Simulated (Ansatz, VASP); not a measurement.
# GaSb: VASP and Ansatz over several settings

```
Sb Ga
1.0
     0.00000    2.99655    2.99655
     2.99655    0.00000    2.99655
     2.99655    2.99655    0.00000
Sb Ga
1 1
Cartesian
  4.4948 4.4948 4.4948
  0.0000 0.0000 0.0000
```

Single points on this cell with VASP 6.6.1 and Ansatz 0.2.0. Each row is one pair of runs. Alike in all rows: spin: off; smearing: fermi-dirac, width 0.05 eV; Ansatz's potentials, cutoff: Ansatz PAW, 420 eV.

| level | k mesh | VASP's potentials, cutoff | gap on the k mesh at the Fermi level (eV), VASP | gap on the k mesh at the Fermi level (eV), Ansatz | least direct gap on the mesh (eV), VASP | least direct gap on the mesh (eV), Ansatz | pressure (GPa), VASP | pressure (GPa), Ansatz |
| --- | --- | --- | --- | --- | --- | --- | --- | --- |
| b88 exchange, pbe correlation | 8 × 8 × 8 | VASP PAW PBE potentials, release 64 (Sb, Ga_d), 500 eV | 0.46 | 0.46 | 0.46 | 0.46 | 6.1 | 6.1 |
| PBE-based screened hybrid | 4 × 4 × 4 | VASP PAW PBE potentials, release 64 (Sb, Ga_d), 520 eV | 1.11 | 1.08 | 1.24 | 1.23 | 4.6 | 5.2 |
| B3LYP | 4 × 4 × 4 | VASP PAW PBE potentials, release 64 (Sb, Ga_d), 520 eV | 1.61 | 1.51 | 1.61 | 1.51 | 7.4 | 7.6 |

Gap on the k mesh at the fermi level (eV): the two programs differ by at most 0.102; least direct gap on the mesh (eV): the two programs differ by at most 0.102; pressure (GPa): the two programs differ by at most 0.53.

VASP's potentials hold 18 valence electrons a cell and Ansatz's 28, so a difference there can come from the potentials and not from the codes.

The k mesh is coarse in some rows, so the values compare programs but aren't converged. Neither program's run includes spin-orbit coupling.
